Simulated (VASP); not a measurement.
Set up this calculation in VASP 6.6.1, as the native input.

- Task: single point
- Functional: HSE06
- Potentials or basis: VASP PAW PBE potentials, release 64 (Sr_sv, O)
- Cutoff: 520 eV
- k mesh: 4 × 4 × 4
- Occupations: gaussian, width 0.01 eV
- Spin: no spin polarisation
- Dipole correction: no
- Grid for exact exchange (PRECFOCK): Normal
- Further INCAR settings: ALGO = Normal; EDIFF = 1e-06; NBANDS = 15
- Share of exact exchange: 0.25
- Screening parameter: 0.2079 1/Å

SrO:

```
Sr O
1.0
     0.00000    2.57989    2.57989
     2.57989    0.00000    2.57989
     2.57989    2.57989    0.00000
Sr O
1 1
Direct
  0.00000 0.00000 0.00000
  0.50000 0.50000 0.50000
```

One way to write it, as run:

POSCAR

```
SrO
1.0
    0.0000000000      2.5798923271      2.5798923271
    2.5798923271      0.0000000000      2.5798923271
    2.5798923271      2.5798923271      0.0000000000
Sr O
1 1
Direct
    0.0000000000      0.0000000000      0.0000000000
    0.5000000000      0.5000000000      0.5000000000
```

INCAR.step1

```
  ALGO = Normal
  EDIFF = 1E-5
  ENCUT = 520
  GGA = PE
  ISIF = 2
  ISMEAR = 0
  LASPH = True
  LCHARG = False
  LREAL = False
  LWAVE = True
  NBANDS = 15
  NELM = 100
  PREC = Accurate
  SIGMA = 0.01
```

INCAR.step2

```
  ALGO = Normal
  EDIFF = 1E-6
  ENCUT = 520
  GGA = PE
  HFSCREEN = 0.2079
  ISIF = 2
  ISMEAR = 0
  ISTART = 1
  LASPH = True
  LCHARG = False
  LHFCALC = True
  LREAL = False
  LWAVE = False
  NBANDS = 15
  NELM = 100
  PREC = Accurate
  PRECFOCK = Normal
  SIGMA = 0.01
```

KPOINTS

```
k-points
0
Gamma
  4 4 4
```

Potentials or basis: VASP PAW PBE potentials, release 64 (Sr_sv, O).

The run is started by

```bash
$ cat potpaw_PBE.64/Sr_sv/POTCAR potpaw_PBE.64/O/POTCAR > POTCAR
$ cp INCAR.step1 INCAR
$ mpirun -np 1 vasp_std > vasp.out
$ cp INCAR.step2 INCAR
$ mpirun -np 1 vasp_std > vasp.out
```

Results of the run:

```yaml
Pressure: 0.2 GPa
Band_gap_on_the_k_mesh: 4.74 eV (least direct gap 4.85 eV)
```

Caveat: the k points lie up to 0.53 Å⁻¹ apart; the PAW data sets were made with another functional, which shifts forces and pressure a little.

Run time: 12 min on 1 thread of Intel Xeon 8259CL, with other jobs on the host, peak memory 0.27 GiB.
